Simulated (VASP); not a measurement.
A run of VASP 6.6.1 is set up as follows.

Contents of INCAR:

```
SYSTEM = Cu
  PREC = Accurate
  ENCUT = 520
  EDIFF = 1E-7
  ISMEAR = 0
  SIGMA = 0.15
  LREAL = .FALSE.
  LASPH = .TRUE.
  NELM = 100
  ALGO = Fast
  ISIF = 2
  LWAVE = .FALSE.
  LCHARG = .FALSE.
  GGA = PS
  NBANDS = 12
```

File KPOINTS:

```
regular mesh
0
G
  24 24 24
  0 0 0
```

POSCAR

```
Cu
1.0
    0.0000000000      1.6103804991      2.2770780257
    1.6103804991      0.0000000000      2.2770780257
    1.6103804991      1.6103804991      0.0000000000
Cu
1
Direct
    0.0000000000      0.0000000000      0.0000000000
```

Potentials or basis: VASP PAW PBE potentials, release 64 (Cu).

The run is started by

```bash
$ cat potpaw_PBE.64/Cu/POTCAR > POTCAR
$ mpirun -np 1 vasp_std > vasp.out
```

(1) Predict the pressure.

Answers

(1) 5.2 GPa.

Caveat: the PAW data sets were made with another functional, which shifts forces and pressure a little.
